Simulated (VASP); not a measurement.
Input of a VASP 6.6.1 run:

File INCAR:

```
PREC = Accurate ; ENCUT = 520
EDIFF = 1E-7 ; ISMEAR = 0
SIGMA = 0.01 ; LREAL = F
LASPH = T ; NELM = 100
ALGO = Normal ; ISIF = 2
LWAVE = F ; LCHARG = F
GGA = PE ; NBANDS = 28
```

KPOINTS

```
Automatic mesh
0
Gamma
  5 5 4
```

The input POSCAR:

```
SnO
1.0
    3.8485873114      0.0000000000      0.0000000000
    0.0000000000      3.8485873114      0.0000000000
    0.0000000000      0.0000000000      4.9045020420
Sn O
2 2
Direct
    0.5000000000      0.0000000000      0.2369000000
    0.0000000000      0.5000000000      0.7631000000
    0.0000000000      0.0000000000      0.0000000000
    0.5000000000      0.5000000000      0.0000000000
```

Potentials or basis: VASP PAW PBE potentials, release 64 (Sn_d, O).

Launch:

```console
$ cat potpaw_PBE.64/Sn_d/POTCAR potpaw_PBE.64/O/POTCAR > POTCAR
$ mpirun -np 1 vasp_std > vasp.out
```

Task: What does it give for the band gap on the k mesh?

Result: 0.62 eV, indirect (least direct gap 2.03 eV).

Task: Estimate the largest force.

Result: 0.038 eV/Å.

Task: Predict the pressure.

Result: 1.2 GPa.

Forces in eV/Å, atoms in the order of the input:
```
Sn   0.000  0.000  0.038
Sn   0.000  0.000 -0.038
O    0.000  0.000  0.000
O    0.000  0.000  0.000
```

Caveat: spin-orbit coupling is left out, which moves the levels of the heavy elements. A k mesh can miss the band edges.
